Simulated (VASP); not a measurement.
# Si2Mo (MoSi2 type) (I4/mmm) in VASP: further runs, part 2 of 2

VASP 6.6.1. The steps go on from the part before.

**3. Single point, PBEsol**

This run uses another cell than the first one, of 9.55 Å³/atom, 1.161 times its volume.

INCAR reads:

```
SYSTEM = Si2Mo
PREC = Accurate
ENCUT = 520
EDIFF = 1E-6
ISMEAR = -1
SIGMA = 0.05
LREAL = .False.
LASPH = .True.
NELM = 80
ALGO = Normal
ISIF = 2
LWAVE = .False.
LCHARG = .False.
GGA = PS
NBANDS = 18
```

KPOINTS reads:

```
regular mesh
0
Gamma
  14 14 14
  0 0 0
```

POSCAR reads:

```
Si2Mo
1.0
   -1.4159993629      1.4159993629      3.5720359599
    1.4159993629     -1.4159993629      3.5720359599
    1.4159993629      1.4159993629     -3.5720359599
Mo Si
1 2
Direct
    0.0000000000      0.0000000000      0.0000000000
    0.3312986040      0.3312986040      0.0000000000
   -0.3312986040     -0.3312986040      0.0000000000
```

Potentials or basis: VASP PAW PBE potentials, release 64 (Mo_sv, Si).

Run with:

```console
$ cat potpaw_PBE.64/Mo_sv/POTCAR potpaw_PBE.64/Si/POTCAR > POTCAR
$ mpirun -np 1 vasp_std > vasp.out
```

OUTCAR:

```text
SYSTEM = Si2Mo
   PREC = Accurate
   ENCUT = 520
   EDIFF = 1E-6
   ISMEAR = -1
   LREAL = .False.
   LASPH = .True.
   NELM = 80
   ISIF = 2
   GGA = PS

 ion  position               nearest neighbor table
   1  0.000  0.000  0.000-   3 2.34   3 2.34   3 2.34   2 2.34   3 2.34   2 2.34   2 2.34   2 2.34
                             2 2.37   3 2.37
   2  0.331  0.331  0.000-   3 2.32   3 2.32   3 2.32   3 2.32   1 2.34   1 2.34   1 2.34   1 2.34
                             1 2.37   3 2.41
   3  0.669  0.669  0.000-   2 2.32   2 2.32   2 2.32   2 2.32   1 2.34   1 2.34   1 2.34   1 2.34
                             1 2.37   2 2.41

  LATTYP: Found a body centered tetragonal cell.
 ALAT       =     2.8319987258
 C/A-ratio  =     2.5226254005

  Lattice vectors:

 A1 = (  -1.4159993629,   1.4159993629,   3.5720359599)
 A2 = (   1.4159993629,  -1.4159993629,   3.5720359599)
 A3 = (   1.4159993629,   1.4159993629,  -3.5720359599)

Analysis of symmetry for initial positions (statically):
=====================================================================
 Subroutine PRICEL returns:
 Original cell was already a primitive cell.

 Routine SETGRP: Setting up the symmetry group for a
 body centered tetragonal supercell.

 Subroutine GETGRP returns: Found 16 space group operations
 (whereof 16 operations were pure point group operations)
 out of a pool of 16 trial point group operations.

The static configuration has the point symmetry D_4h.

Analysis of symmetry for dynamics (positions and initial velocities):
=====================================================================
 Subroutine PRICEL returns:
 Original cell was already a primitive cell.

 Routine SETGRP: Setting up the symmetry group for a
 body centered tetragonal supercell.

 Subroutine GETGRP returns: Found 16 space group operations
 (whereof 16 operations were pure point group operations)
 out of a pool of 16 trial point group operations.

The dynamic configuration has the point symmetry D_4h.

 Subroutine INISYM returns: Found 16 space group operations
 (whereof 16 operations are pure point group operations),
 and found     1 'primitive' translations

----------------------------------------------------------------------------------------

                                     Primitive cell

  volume of cell :      28.6485

  direct lattice vectors                    reciprocal lattice vectors
    -1.415999363  1.415999363  3.572035960     0.000000000  0.353107504  0.139976194
     1.415999363 -1.415999363  3.572035960     0.353107504  0.000000000  0.139976194
     1.415999363  1.415999363 -3.572035960     0.353107504  0.353107504  0.000000000

  length of vectors
     4.095064015  4.095064015  4.095064015     0.379839761  0.379839761  0.499369420

  position of ions in fractional coordinates (direct lattice)
     0.000000000  0.000000000  0.000000000
     0.331298604  0.331298604  0.000000000
     0.668701396  0.668701396  0.000000000

  ion indices of the primitive-cell ions
   primitive index   ion index
                 1           1
                 2           2
                 3           3

----------------------------------------------------------------------------------------

 KPOINTS: regular mesh

Automatic generation of k-mesh.
 Grid dimensions read from file:
 generate k-points for:   14   14   14

 Generating k-lattice:

  Cartesian coordinates                     Fractional coordinates (reciprocal lattice)
     0.000000000  0.025221965  0.009998300     0.071428571 -0.000000000  0.000000000
     0.025221965  0.000000000  0.009998300    -0.000000000  0.071428571  0.000000000
     0.025221965  0.025221965  0.000000000     0.000000000  0.000000000  0.071428571

  Length of vectors
     0.027131412  0.027131412  0.035669244

  Shift w.r.t. Gamma in fractional coordinates (k-lattice)
     0.000000000  0.000000000  0.000000000

 Subroutine IBZKPT returns following result:
 ===========================================

 Found    244 irreducible k-points:

 Following reciprocal coordinates:
            Coordinates               Weight
  0.000000  0.000000  0.000000      1.000000
  0.071429  0.000000  0.000000      8.000000
  0.142857 -0.000000  0.000000      8.000000
  0.214286  0.000000  0.000000      8.000000
  0.285714  0.000000  0.000000      8.000000
  0.357143  0.000000  0.000000      8.000000
[... 16 lines left out ...]
  0.214286  0.142857  0.000000     16.000000
  0.285714  0.142857  0.000000     16.000000
 [... further k-points ...]
   k-points           NKPTS =    244   k-points in BZ     NKDIM =    244   number of bands    NBANDS=     18
   number of dos      NEDOS =    301   number of ions     NIONS =      3
   total plane-waves  NPLWV =  27000
   dimension x,y,z NGX =    30 NGY =   30 NGZ =   30
   dimension x,y,z NGXF=    60 NGYF=   60 NGZF=   60
   ions per type =               1   2
   NGX,Y,Z   is equivalent  to a cutoff of  12.18, 12.18, 12.18 a.u.
   NGXF,Y,Z  is equivalent  to a cutoff of  24.36, 24.36, 24.36 a.u.
 SYSTEM =  Si2Mo
   PREC   = accura    normal or accurate (medium, high low for compatibility)
   ISTART =      0    job   : 0-new  1-cont  2-samecut
   ICHARG =      2    charge: 1-file 2-atom 10-const
   ISPIN  =      1    spin polarized calculation?
   LNONCOLLINEAR =      F non collinear calculations
   LSORBIT =      F    spin-orbit coupling
   LASPH  =      T    aspherical Exc in radial PAW
   ENCUT  =  520.0 eV  38.22 Ry    6.18 a.u.   7.61  7.61  7.61*2*pi/ulx,y,z
   NELM   =     80;   NELMIN=  2; NELMDL= -5     # of ELM steps
   EDIFF  = 0.1E-05   stopping-criterion for ELM
   LREAL  =      F    real-space projection
   EDIFFG = 0.1E-04   stopping-criterion for IOM
   NSW    =      0    number of steps for IOM
   IBRION =     -1    ionic relax: 0-MD 1-quasi-New 2-CG
   NFREE  =      0    steps in history (QN), initial steepest desc. (CG)
   ISIF   =      2    stress and relaxation
   ISYM   =      2    0-nonsym 1-usesym 2-fastsym
   POTIM  = 0.5000    time-step for ionic-motion
   TEBEG  =    0.0;   TEEND  =   0.0 temperature during run
   PSTRESS=    0.0 pullay stress
   NELECT =      22.0000    total number of electrons
   NUPDOWN=      -1.0000    fix difference up-down
   EMIN   =  10.00;   EMAX   =-10.00  energy-range for DOS
   EFERMI =   0.00;   METHOD = LEGACY
   ISMEAR =    -1;   SIGMA  =   0.05  broadening in eV -4-tet -1-fermi 0-gaus
   EFERMI_NEDOS =   21; number of points for ismear=-14 and -15
   IALGO  =     38    algorithm
   IMIX   =      4    mixing-type and parameters
     AMIX     =   0.40;   BMIX     =  1.00
     AMIX_MAG =   1.60;   BMIX_MAG =  1.00
  volume/ion in A,a.u.               =       9.55        64.44
  Fermi-wavevector in a.u.,A,eV,Ry     =   1.499161  2.833004 30.578892  2.247485
  Thomas-Fermi vector in A             =   2.610827
   LORBIT       =      0    0 simple, 1 ext, 2 COOP (PROOUT), +10 PAW based schemes
   GGA     = PS    functional components
   LHFCALC =     F    Hartree Fock is set to
   AEXX    =    0.0000 exact exchange contribution
   IVDW    =     0    specifies the selected vdW correction
   LEPSILON=     F    determine dielectric tensor
   LRPA    =     F    only Hartree local field effects (RPA)
 non-spin polarized calculation
  energy-cutoff  :      520.00
  volume of cell :       28.65
 maximum number of plane-waves:       802
   NGX = 15   NGY = 15   NGZ = 15

 number of electron      22.0000000 magnetization

 Free energy of the ion-electron system (eV)
  ---------------------------------------------------
  ext. energy  EPLUGINS =         0.00000000
  ---------------------------------------------------
  free energy    TOTEN  =       -21.24590786 eV

  energy without entropy =      -21.24374384  energy(sigma->0) =      -21.24482585

 E-fermi :  17.9784     XC(G=0): -14.2043

 val. band max:       17.9624441931   @ k =   0.0714   0.0714   0.0000
 cond. band min:      17.9914223805   @ k =  -0.1429  -0.1429   0.0714
 fundamental gap:      0.0289781874
 Fermi energy:        17.9783855700

 k-point     1 :       0.0000    0.0000    0.0000
  band No.  band energies     occupation
      1     -42.3228      2.00000
      2     -16.9045      2.00000
      3     -16.3768      2.00000
      4     -16.3768      2.00000
      5       1.7114      2.00000
      6       9.2836      2.00000
[... 10 lines left out ...]
     17      25.1374      0.00000
     18      25.1374      0.00000
[... 463 lines left out ...]
 k-point    24 :       0.2857    0.1429    0.0000
  band No.  band energies     occupation
      1     -42.2452      2.00000
      2     -16.9509      2.00000
      3     -16.8449      2.00000
      4     -16.4973      2.00000
      5       4.2038      2.00000
      6       9.2541      2.00000
[... 10 lines left out ...]
     17      27.1648      0.00000
     18      28.8029      0.00000

 [... further k-points ...]
[... 5 lines left out ...]
  --------------------------------------------------------------------------------------
  -------------------------------------------------------------------------------------
  Total       26.0164162     26.0164162     26.0447384      0.0000000     -0.0000000      0.0000000
  in kB     1454.9769858   1454.9769858   1456.5609179      0.0000000     -0.0000000      0.0000000
  external PRESSURE =    1455.5049631 kB  Pullay stress =       0.0000000 kB

 VOLUME and BASIS-vectors are now :
 -----------------------------------------------------------------------------
  energy-cutoff  :      520.00
  volume of cell :       28.65
      direct lattice vectors                 reciprocal lattice vectors
    -1.415999363  1.415999363  3.572035960     0.000000000  0.353107504  0.139976194
     1.415999363 -1.415999363  3.572035960     0.353107504  0.000000000  0.139976194
     1.415999363  1.415999363 -3.572035960     0.353107504  0.353107504  0.000000000

 POSITION                                       TOTAL-FORCE (eV/Angst)
 -----------------------------------------------------------------------------------
      0.00000      0.00000      0.00000         0.000000      0.000000     -0.000000
      0.00000      0.00000      2.36682        -0.000000     -0.000000     -0.018052
      0.00000      0.00000      4.77725         0.000000      0.000000      0.018052
 -----------------------------------------------------------------------------------
    total drift:                                0.000000     -0.000000     -0.000000

  FREE ENERGIE OF THE ION-ELECTRON SYSTEM (eV)
  ---------------------------------------------------
  free  energy   TOTEN  =       -21.2459078637 eV

  energy  without entropy=      -21.2437438371  energy(sigma->0) =      -21.24482585
```

Run time: 3.4 min. Hardware: 1 thread of Intel Xeon Platinum 8375C at 2.90GHz (Ice Lake), shared host; peak memory 0.26 GiB.

Results:

| Property | Result |
| --- | --- |
| Free energy | -21.2459 eV |
| Pressure | 145.6 GPa |
| Largest force | 0.018 eV/Å |
| Band gap on the k mesh | zero (band 11 reaches 19.01 eV, above the bottom of band 12 at 17.46 eV) |

Forces on the atoms (eV/Å):
```
Mo   0.000  0.000  0.000
Si   0.000  0.000 -0.018
Si   0.000  0.000  0.018
```

Stress tensor (GPa, compression positive):
```
145.50   0.00   0.00
  0.00 145.50   0.00
  0.00   0.00 145.66
```

Levels at points of the mesh, in eV from the Fermi level:
```csv
k point,band 7,band 8,band 9,band 10,band 11,band 12,band 13,band 14,band 15,band 16
"(0.00, 0.00, 0.00)",-5.03,-3.57,-3.57,-3.16,0.83,1.55,5.27,5.27,5.79,5.89
"(0.50, 0.00, 0.00)",-6.54,-5.16,-4.14,-3.43,-1.01,3.82,3.89,4.50,6.72,6.73
"(0.50, 0.50, 0.00)",-7.21,-5.87,-5.00,-4.90,-0.52,3.92,4.03,4.31,4.60,5.50
"(0.50, 0.50, 0.50)",-5.78,-3.66,-0.96,-0.96,-0.11,-0.11,1.08,5.65,5.80,9.38
```

Caveat: the PAW data sets were made with another functional, which shifts forces and pressure a little.
